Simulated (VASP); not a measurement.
Crystal: BN.

```
B N
1.0
     0.00000    2.73116    2.90792
     1.36382    0.00000    2.90792
     1.36382    2.73116    0.00000
B N
1 1
Direct
  0.00000 0.00000 0.00000
  0.50000 0.50000 0.50000
```

- Program: VASP 6.6.1
- Task: relaxation of cell and atoms
- Functional: PBE
- Potentials or basis: VASP PAW PBE potentials, release 64 (B, N)
- Cutoff: 600 eV
- k mesh: 8 × 8 × 8
- Occupations: gaussian, width 0.1 eV
- Spin: no spin polarisation

At the start: pressure -12.2 GPa; volume 10.83 Å³/atom.

**Question.** Where does the relaxation end?

**Answer.** Over 15 steps the energy falls by 167.0 meV/atom and the volume is 14.68 Å³/atom (+35.6 %); space group I4/mmm (No. 139, to 0.05 Å).

Step by step:
| step | energy change (eV) | largest force (eV/Å) | pressure (GPa) | volume (Å³) |
| --- | --- | --- | --- | --- |
| 1 | 0.0000 | 0.0000 | -12.22 | 21.66 |
| 2 | 2.8237 | 0.0000 | 130.69 | 18.89 |
| 3 | -0.1425 | 0.0000 | 2.44 | 21.21 |
| 4 | -0.1488 | 0.0000 | 5.38 | 21.12 |
| 5 | -0.1496 | 0.0000 | 6.88 | 21.08 |
| 6 | -0.2040 | 0.0000 | 5.42 | 22.14 |
| 7 | -0.3013 | 0.0000 | 2.91 | 25.44 |
| 8 | -0.2981 | 0.0000 | 0.10 | 32.69 |
| 9 | -0.3301 | 0.0000 | 1.69 | 28.47 |
| 10 | -0.3307 | 0.0000 | 1.53 | 28.93 |
| 11 | -0.2381 | 0.0000 | -10.98 | 30.31 |
| 12 | -0.3321 | 0.0000 | -0.02 | 29.08 |
| 13 | -0.3321 | 0.0000 | 0.05 | 29.08 |
| 14 | -0.3327 | 0.0000 | 0.02 | 29.15 |
| 15 | -0.3340 | 0.0000 | 0.01 | 29.36 |

Final structure:
```
CELL_PARAMETERS angstrom
0.00000 3.32027 3.37192
1.31143 0.00000 3.37192
1.31143 3.32027 0.00000
ATOMIC_POSITIONS crystal
B 0.00000 0.00000 0.00000
N 0.50000 0.50000 0.50000
```

Caveat: the volume moved by over 15 % at a fixed basis, so the end points are rough.
